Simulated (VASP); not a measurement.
# Al32H (a cell with a defect) in VASP: single point with PBE

Aim: the single point of Al32H (a cell with a defect) with PBE.

Program: VASP 6.6.1. These are calculated values, not measurements. Logs are shortened: lines on timing, memory, paths and dates and some standing lists are left out, and cuts for length are marked.

## Step 1: The cell of the first run

The cell holds a defect, 33 atoms: a = 8.100 Å, b = 8.100 Å, c = 8.100 Å, α = 90.00°, β = 90.00°, γ = 90.00°.

## Step 2: Single point, PBE

File INCAR:

```
PREC     = Accurate       # precision mode
ENCUT    = 520            # plane-wave cutoff, eV
EDIFF    = 1E-6           # SCF threshold, eV
ISMEAR   = -1             # smearing method
SIGMA    = 0.1            # smearing width, eV
LREAL    = Auto         
LASPH    = True           # aspherical terms in the spheres
NELM     = 80             # most SCF steps
ALGO     = Normal         # electronic algorithm
ISIF     = 2              # what is computed and relaxed
LWAVE    = False          # write WAVECAR
LCHARG   = False          # write CHGCAR
GGA      = PE             # functional
NBANDS   = 70             # bands
```

File KPOINTS:

```
regular mesh
0
Gamma
  2 2 2
```

File POSCAR:

```
Al32H
1.0
    8.1000000000      0.0000000000      0.0000000000
    0.0000000000      8.1000000000      0.0000000000
    0.0000000000      0.0000000000      8.1000000000
Al H
32 1
Direct
    0.5008496005     -0.0006327972      0.0008910238
    0.7492007857      0.2513919267      0.0007799618
    0.7490878813     -0.0006291224      0.2491292791
    0.0025621693      0.0027909298     -0.0004030010
    0.2474121164      0.2476272529     -0.0003050455
    0.4908084907      0.4911026371     -0.0091605221
    0.7592052029      0.7594939551     -0.0092255729
    0.2473875948      0.0028006211      0.2504318800
    0.5007371511      0.2514041239      0.2492435761
    0.7591463614      0.4910966379      0.2591772570
    0.4995548130      0.0028023922      0.5026006054
    0.7502861761      0.2476267692      0.5025748558
    0.7503898364      0.0027892760      0.7474260847
   -0.0010067107      0.5011259930      0.0008360349
    0.2510058248      0.7494756005      0.0008277028
    0.0025505743      0.2476239257      0.2503103695
    0.2509369359      0.5011383783      0.2491736469
    0.4907117435      0.7595261936      0.2592677361
   -0.0008438790     -0.0004948482      0.4992005063
    0.2508098950      0.2511539437      0.4991702668
    0.5008030654      0.5011344557      0.4990330150
    0.7491551020      0.7494776372      0.4989678836
    0.2507770559     -0.0004921048      0.7508216353
    0.4996706370      0.2476242820      0.7474365141
    0.7491407660      0.5011299081      0.7509766463
   -0.0010841808      0.7494875605      0.2492065340
    0.0025342855      0.4998824641      0.5025611151
    0.2473575457      0.7506137158      0.5026290356
   -0.0008774080      0.2511575888      0.7508577111
    0.2474274279      0.4998767076      0.7474544460
    0.5007761837      0.7494855735      0.7510578865
    0.0025933329      0.7505956797      0.7473934544
    0.6249574233      0.6255021430      0.1249969775
```

Potentials or basis: VASP PAW PBE potentials, release 64 (Al, H).

Command:

```bash
cat potpaw_PBE.64/Al/POTCAR potpaw_PBE.64/H/POTCAR > POTCAR
mpirun -np 1 vasp_std > vasp.out
```

OUTCAR:

```text
PREC = Accurate
   ENCUT = 520
   EDIFF = 1E-6
   ISMEAR = -1
   LREAL = Auto
   LASPH = True
   NELM = 80
   ISIF = 2
   GGA = PE

 ion  position               nearest neighbor table
   1  0.501  0.999  0.001-   3 2.84  18 2.86   7 2.86  31 2.86  15 2.86  23 2.86   2 2.87   9 2.87
                             5 2.87  24 2.87   8 2.88  13 2.88
   2  0.749  0.251  0.001-   9 2.85  10 2.86   6 2.86  14 2.86  25 2.86  29 2.86   3 2.87   1 2.87
                            13 2.88   4 2.88  24 2.88  16 2.88
   3  0.749  0.999  0.249-   1 2.84  18 2.86   7 2.86  26 2.86  22 2.86  19 2.86   2 2.87   9 2.87
                            12 2.87  16 2.87  11 2.88   4 2.88
   4  0.003  0.003  1.000-   7 2.79   5 2.80  16 2.84   8 2.84  23 2.85  29 2.85  15 2.87   2 2.88
                            26 2.88   3 2.88  13 2.89  32 2.89
   5  0.247  0.248  1.000-   6 2.79   4 2.80  16 2.84   8 2.84  23 2.85  29 2.85   1 2.87  14 2.87
                             9 2.88  17 2.88  30 2.89  24 2.89
   6  0.491  0.491  0.991-  33 1.88  30 2.79   5 2.79  24 2.79   2 2.86   9 2.86  31 2.86  15 2.86
                            25 2.86  17 2.86  10 3.07   7 3.07  18 3.07
   7  0.759  0.759  0.991-  33 1.88  13 2.79   4 2.79  32 2.79  26 2.86  31 2.86  14 2.86  25 2.86
                             1 2.86   3 2.86   6 3.07  10 3.07  18 3.08
   8  0.247  0.003  0.250-  18 2.79  16 2.80   5 2.84   4 2.84  19 2.85  20 2.85  26 2.87   9 2.88
                            15 2.88   1 2.88  11 2.89  28 2.89
   9  0.501  0.251  0.249-   2 2.85  10 2.86   6 2.86  21 2.86  17 2.86  20 2.86   3 2.87   1 2.87
[... 32 lines left out ...]
                            27 2.87  12 2.87  32 2.88  24 2.88
  26  0.999  0.749  0.249-  14 2.85   7 2.86  10 2.86  22 2.86   3 2.86  19 2.86  17 2.87  15 2.87
                             8 2.87  28 2.87   4 2.88  27 2.88
  27  0.003  0.500  0.503-  10 2.79  30 2.81  32 2.84  28 2.84  20 2.85  29 2.85  17 2.87  25 2.87
                            26 2.88  22 2.88  12 2.89  16 2.89
  28  0.247  0.751  0.503-  18 2.79  32 2.80  27 2.84  30 2.84  23 2.85  19 2.85  31 2.87  26 2.87
                            21 2.88  17 2.88   8 2.89  11 2.89
  29  0.999  0.251  0.751-  27 2.85  30 2.85  13 2.85   4 2.85  12 2.85   5 2.85   2 2.86  14 2.86
                            25 2.86  23 2.88  19 2.88  20 2.88
  30  0.247  0.500  0.747-   6 2.79  27 2.81  32 2.84  28 2.84  20 2.85  29 2.85  21 2.87  14 2.87
                            31 2.88  15 2.88   5 2.89  24 2.89
  31  0.501  0.749  0.751-  25 2.84   7 2.86   6 2.86  15 2.86   1 2.86  23 2.86  21 2.87  22 2.87
                            11 2.87  28 2.87  13 2.88  30 2.88
  32  0.003  0.751  0.747-   7 2.79  28 2.80  27 2.84  30 2.84  23 2.85  19 2.85  15 2.87  22 2.87
                            14 2.88  25 2.88  13 2.89   4 2.89
  33  0.625  0.626  0.125-   7 1.88  18 1.88   6 1.88  10 1.88

  LATTYP: Found a simple cubic cell.
 ALAT       =     8.1000000000

  Lattice vectors:

 A1 = (   8.1000000000,   0.0000000000,   0.0000000000)
 A2 = (   0.0000000000,   8.1000000000,   0.0000000000)
 A3 = (   0.0000000000,   0.0000000000,   8.1000000000)

Analysis of symmetry for initial positions (statically):
=====================================================================
 Subroutine PRICEL returns:
 Original cell was already a primitive cell.

 Routine SETGRP: Setting up the symmetry group for a
 simple cubic supercell.

 Subroutine GETGRP returns: Found  1 space group operations
 (whereof  1 operations were pure point group operations)
 out of a pool of 48 trial point group operations.

The static configuration has the point symmetry C_1 .

Analysis of symmetry for dynamics (positions and initial velocities):
=====================================================================
 Subroutine PRICEL returns:
 Original cell was already a primitive cell.

 Routine SETGRP: Setting up the symmetry group for a
 simple cubic supercell.

 Subroutine GETGRP returns: Found  1 space group operations
 (whereof  1 operations were pure point group operations)
 out of a pool of 48 trial point group operations.

The dynamic configuration has the point symmetry C_1 .

 Subroutine INISYM returns: Found  1 space group operations
 (whereof  1 operations are pure point group operations),
 and found     1 'primitive' translations

[... 85 lines left out ...]
----------------------------------------------------------------------------------------

 KPOINTS: regular mesh

Automatic generation of k-mesh.
 Grid dimensions read from file:
 generate k-points for:    2    2    2

 Generating k-lattice:

  Cartesian coordinates                     Fractional coordinates (reciprocal lattice)
     0.061728395  0.000000000  0.000000000     0.500000000  0.000000000  0.000000000
     0.000000000  0.061728395  0.000000000     0.000000000  0.500000000  0.000000000
     0.000000000  0.000000000  0.061728395     0.000000000  0.000000000  0.500000000

  Length of vectors
     0.061728395  0.061728395  0.061728395

  Shift w.r.t. Gamma in fractional coordinates (k-lattice)
     0.000000000  0.000000000  0.000000000

 Subroutine IBZKPT returns following result:
 ===========================================

 Found      8 irreducible k-points:

 Following reciprocal coordinates:
            Coordinates               Weight
  0.000000  0.000000  0.000000      1.000000
  0.500000  0.000000  0.000000      1.000000
  0.000000  0.500000  0.000000      1.000000
  0.000000  0.000000  0.500000      1.000000
  0.500000  0.500000  0.000000      1.000000
  0.000000  0.500000  0.500000      1.000000
  0.500000  0.000000  0.500000      1.000000
  0.500000  0.500000  0.500000      1.000000
   k-points           NKPTS =      8   k-points in BZ     NKDIM =      8   number of bands    NBANDS=     70
   number of dos      NEDOS =    301   number of ions     NIONS =     33
   total plane-waves  NPLWV = 216000
   dimension x,y,z NGX =    60 NGY =   60 NGZ =   60
   dimension x,y,z NGXF=   120 NGYF=  120 NGZF=  120
   ions per type =              32   1
   NGX,Y,Z   is equivalent  to a cutoff of  12.31, 12.31, 12.31 a.u.
   NGXF,Y,Z  is equivalent  to a cutoff of  24.63, 24.63, 24.63 a.u.
 SYSTEM =  unknown system
   PREC   = accura    normal or accurate (medium, high low for compatibility)
   ISTART =      0    job   : 0-new  1-cont  2-samecut
   ICHARG =      2    charge: 1-file 2-atom 10-const
   ISPIN  =      1    spin polarized calculation?
   LNONCOLLINEAR =      F non collinear calculations
   LSORBIT =      F    spin-orbit coupling
   LASPH  =      T    aspherical Exc in radial PAW
   ENCUT  =  520.0 eV  38.22 Ry    6.18 a.u.  15.06 15.06 15.06*2*pi/ulx,y,z
   NELM   =     80;   NELMIN=  2; NELMDL= -5     # of ELM steps
   EDIFF  = 0.1E-05   stopping-criterion for ELM
   LREAL  =      T    real-space projection
   EDIFFG = 0.1E-04   stopping-criterion for IOM
   NSW    =      0    number of steps for IOM
   IBRION =     -1    ionic relax: 0-MD 1-quasi-New 2-CG
   NFREE  =      0    steps in history (QN), initial steepest desc. (CG)
   ISIF   =      2    stress and relaxation
   ISYM   =      2    0-nonsym 1-usesym 2-fastsym
   POTIM  = 0.5000    time-step for ionic-motion
   TEBEG  =    0.0;   TEEND  =   0.0 temperature during run
   PSTRESS=    0.0 pullay stress
   NELECT =      97.0000    total number of electrons
   NUPDOWN=      -1.0000    fix difference up-down
   EMIN   =  10.00;   EMAX   =-10.00  energy-range for DOS
   EFERMI =   0.00;   METHOD = LEGACY
   ISMEAR =    -1;   SIGMA  =   0.10  broadening in eV -4-tet -1-fermi 0-gaus
   EFERMI_NEDOS =   21; number of points for ismear=-14 and -15
   IALGO  =     38    algorithm
   IMIX   =      4    mixing-type and parameters
     AMIX     =   0.40;   BMIX     =  1.00
     AMIX_MAG =   1.60;   BMIX_MAG =  1.00
  volume/ion in A,a.u.               =      16.10       108.68
  Fermi-wavevector in a.u.,A,eV,Ry     =   0.928639  1.754874 11.733269  0.862371
  Thomas-Fermi vector in A             =   2.054837
   LORBIT       =      0    0 simple, 1 ext, 2 COOP (PROOUT), +10 PAW based schemes
   GGA     = PE    functional components
   LHFCALC =     F    Hartree Fock is set to
   AEXX    =    0.0000 exact exchange contribution
   IVDW    =     0    specifies the selected vdW correction
   LEPSILON=     F    determine dielectric tensor
   LRPA    =     F    only Hartree local field effects (RPA)
 non-spin polarized calculation
  energy-cutoff  :      520.00
  volume of cell :      531.44
 maximum number of plane-waves:     14400
   NGX = 31   NGY = 31   NGZ = 31

 number of electron      96.9999998 magnetization

 Free energy of the ion-electron system (eV)
  ---------------------------------------------------
  ext. energy  EPLUGINS =         0.00000000
  ---------------------------------------------------
  free energy    TOTEN  =      -122.87315967 eV

  energy without entropy =     -122.29216415  energy(sigma->0) =     -122.58266191

 E-fermi :   7.6252     XC(G=0): -10.1932

 val. band max:        7.6220822590   @ k =   0.0000   0.5000   0.0000
 cond. band min:       7.6262432477   @ k =   0.0000   0.5000   0.0000
 fundamental gap:      0.0041609888
 Fermi energy:         7.6251969296

 k-point     1 :       0.0000    0.0000    0.0000
  band No.  band energies     occupation
      1      -3.2685      2.00000
      2      -1.5912      2.00000
      3      -0.9237      2.00000
      4      -0.9231      2.00000
      5      -0.9225      2.00000
      6      -0.9222      2.00000
[... 493 lines left out ...]
     59      11.2421      0.00000
     60      11.2423      0.00000
 [bands above 60 left out]

------------------------ aborting loop because EDIFF is reached ----------------------------------------

  FORCE on cell =-STRESS in cart. coord.  units (eV):
  Direction    XX          YY          ZZ          XY          YZ          ZX
  --------------------------------------------------------------------------------------
  -------------------------------------------------------------------------------------
  Total        1.1550013      1.1587309      1.1548573      0.0003651      0.0021408     -0.0143283
  in kB        3.4820740      3.4933181      3.4816398      0.0011008      0.0064542     -0.0431968
  external PRESSURE =       3.4856773 kB  Pullay stress =       0.0000000 kB

 VOLUME and BASIS-vectors are now :
 -----------------------------------------------------------------------------
  energy-cutoff  :      520.00
  volume of cell :      531.44
      direct lattice vectors                 reciprocal lattice vectors
     8.100000000  0.000000000  0.000000000     0.123456790  0.000000000  0.000000000
     0.000000000  8.100000000  0.000000000     0.000000000  0.123456790  0.000000000
     0.000000000  0.000000000  8.100000000     0.000000000  0.000000000  0.123456790

 POSITION                                       TOTAL-FORCE (eV/Angst)
 -----------------------------------------------------------------------------------
      4.05688      8.09487      0.00722         0.003336     -0.006821      0.003037
      6.06853      2.03627      0.00632        -0.005364      0.003582      0.005038
      6.06761      8.09490      2.01795        -0.003049     -0.006601     -0.003356
      0.02075      0.02261      8.09674         0.004379      0.005986      0.001384
      2.00404      2.00578      8.09753        -0.004218     -0.002994     -0.000273
      3.97555      3.97793      8.02580        -0.005716     -0.005049     -0.005033
[... 25 lines left out ...]
      0.02101      6.07983      6.05389         0.003982     -0.000727     -0.003924
      5.06216      5.06657      1.01248        -0.000086     -0.001791      0.000797
 -----------------------------------------------------------------------------------
    total drift:                               -0.001581      0.007073     -0.001264

  FREE ENERGIE OF THE ION-ELECTRON SYSTEM (eV)
  ---------------------------------------------------
  free  energy   TOTEN  =      -122.8731596667 eV

  energy  without entropy=     -122.2921641509  energy(sigma->0) =     -122.58266191
```

Wall time 3.4 min (1 thread of Intel Xeon 6975P-C (Granite Rapids), shared host); peak memory 0.56 GiB.

Results:

| Property | Result |
| --- | --- |
| Free energy | -122.8732 eV |
| Pressure | 0.3 GPa |
| Largest force | 0.009 eV/Å |

Forces on the atoms (eV/Å):
```
Al   0.003 -0.007  0.003
Al  -0.005  0.004  0.005
Al  -0.003 -0.007 -0.003
Al   0.004  0.006  0.001
Al  -0.004 -0.003  0.000
Al  -0.006 -0.005 -0.005
Al   0.004  0.003 -0.004
Al  -0.005  0.006 -0.002
Al   0.005  0.004 -0.005
Al   0.005 -0.005  0.005
Al   0.002  0.006  0.005
Al   0.001 -0.003  0.004
Al  -0.001  0.006 -0.005
Al  -0.005  0.005  0.004
Al   0.005 -0.003  0.005
Al   0.004 -0.003  0.001
Al   0.005  0.004 -0.004
Al  -0.004  0.002  0.004
Al  -0.005 -0.005 -0.005
Al   0.004  0.003 -0.004
Al   0.003  0.005 -0.006
Al  -0.005 -0.003 -0.005
Al   0.005 -0.005  0.005
Al   0.000 -0.003 -0.004
Al  -0.004  0.005  0.006
Al  -0.006 -0.003 -0.006
Al   0.004 -0.001  0.004
Al  -0.004 -0.001  0.004
Al  -0.004  0.003  0.003
Al  -0.004  0.000 -0.004
Al   0.005 -0.003  0.005
Al   0.004 -0.001 -0.004
H    0.000 -0.002  0.001
```

Caveat: the k points lie up to 0.39 Å⁻¹ apart.
